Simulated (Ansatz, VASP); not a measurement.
**Si2Ni: VASP beside Ansatz**

File INCAR:

```
SYSTEM = Si2Ni
PREC = Accurate
ENCUT = 520
EDIFF = 1E-6
ISMEAR = 0
SIGMA = 0.15
LREAL = .FALSE.
LASPH = .TRUE.
NELM = 80
ALGO = Normal
ISIF = 2
LWAVE = .FALSE.
LCHARG = .FALSE.
GGA = PS
NBANDS = 16
```

Contents of KPOINTS:

```
Automatic mesh
0
G
  16 16 16
  0 0 0
```

The input POSCAR:

```
Si2Ni
1.0
    0.0000000000      2.6957048548      2.6957048548
    2.6957048548      0.0000000000      2.6957048548
    2.6957048548      2.6957048548      0.0000000000
Si Ni
2 1
Direct
    0.1688523923      0.3311476077      0.3311476077
    0.6688523923      0.8311476077      0.8311476077
    0.0000000000      0.0000000000      0.0000000000
```

Input for Ansatz:

```yaml
crystal:
  lattice:
    - [0.0, 2.6957048548, 2.6957048548]
    - [2.6957048548, 0.0, 2.6957048548]
    - [2.6957048548, 2.6957048548, 0.0]
  atoms:
    - { symbol: Si, position: [0.1688523923, 0.3311476077, 0.3311476077] }
    - { symbol: Si, position: [0.6688523923, 0.8311476077, 0.8311476077] }
    - { symbol: Ni, position: [0.0, 0.0, 0.0] }
basis:
  ecutwfc: 420
kpoints:
  mp_grid: { grid: [16, 16, 16] }
hamiltonian:
  xc: pbesol
scf:
  occupations: { method: gaussian, width: 0.15 }
output:
  forces: true
  stress: true
  eigenvalues: true
```

Change from the starting cell: all Si atoms moved +0.438 Å, as atom 1 along Cartesian [1 0 0].

Alike in both runs: task single point; functional PBEsol; k mesh 16 × 16 × 16; occupations gaussian, width 0.15 eV; no spin polarisation.

|  | VASP | Ansatz |
| --- | --- | --- |
| version | VASP 6.6.1 | Ansatz 0.2.0 |
| potentials or method | VASP PAW PBE potentials, release 64 (Si, Ni), cutoff 520 eV | scalar-relativistic, plane waves, PAW |
| valence electrons in the cell | 18 | 26 |

|  | VASP | Ansatz | Ansatz less VASP |
| --- | --- | --- | --- |
| gap on the k mesh at the Fermi level (eV) | none | none | - |
| pressure (GPa) | 12.7 | 12.6 | -0.14 |
| traceless stress, the component that is largest in VASP (GPa) | -8.42 | -8.29 | +0.124 |
| rms of the force components (eV/Å) | 1.748 | 1.742 | -0.0055 |

VASP's potentials were made for PBE, not for PBEsol. Atom by atom the forces differ by 0.006 eV/Å (rms over components). A gap of «none» marks a metal or a gap that the smearing closes. VASP's potentials hold 18 valence electrons a cell and Ansatz's 26, so a difference there can come from the potentials and not from the codes.
